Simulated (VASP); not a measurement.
## Ir: single point with PBEsol

The system is Ir.

```xyz
1
Lattice="0.0000 1.8717 1.8717 1.8717 0.0000 1.8717 1.8717 1.8717 0.0000" Properties=species:S:1:pos:R:3 pbc="T T T"
Ir    0.0000    0.0000    0.0000
```

This cell differs from its parent crystal: strain -0.025 along x and y, -0.025 along z.

| Quantity | Value |
| --- | --- |
| Program | VASP 6.6.1 |
| Task | single point |
| Functional | PBEsol |
| Potentials or basis | VASP PAW PBE potentials, release 64 (Ir) |
| Cutoff | 520 eV |
| k mesh | 22 × 22 × 22 |
| Occupations | gaussian, width 0.15 eV |
| Spin | no spin polarisation |
| Dipole correction | no |
| Further INCAR settings | ALGO = Normal; EDIFF = 1e-06; NBANDS = 10 |

```json
{
  "Pressure": "33.5 GPa",
  "Band gap on the k mesh": "zero (an odd number of electrons rules out a gap without spin polarisation)"
}
```

Levels at points of the mesh, in eV from the Fermi level:
```
           k point  band 1  band 2  band 3  band 4  band 5  band 6  band 7  band 8  band 9
(0.00, 0.00, 0.00)  -12.00   -4.35   -4.35   -4.35   -1.29   -1.29   14.17   20.21   20.21
(0.50, 0.00, 0.00)   -8.96   -4.48   -4.48   -0.98    1.08    1.08    8.08   13.72   20.45
(0.50, 0.50, 0.00)   -8.84   -8.22    1.06    1.69    1.74    1.74   11.59   12.06   12.06
```

Wall time 35 s on 1 thread of Intel Xeon 8259CL (shared host), peak memory 0.17 GiB.

Caveat: the cell differs from its parent crystal (strain -0.025 along x and y, -0.025 along z); the cell stands under pressure; the PAW data sets were made with another functional, which shifts forces and pressure a little; spin-orbit coupling is left out, which moves the levels of the heavy elements.
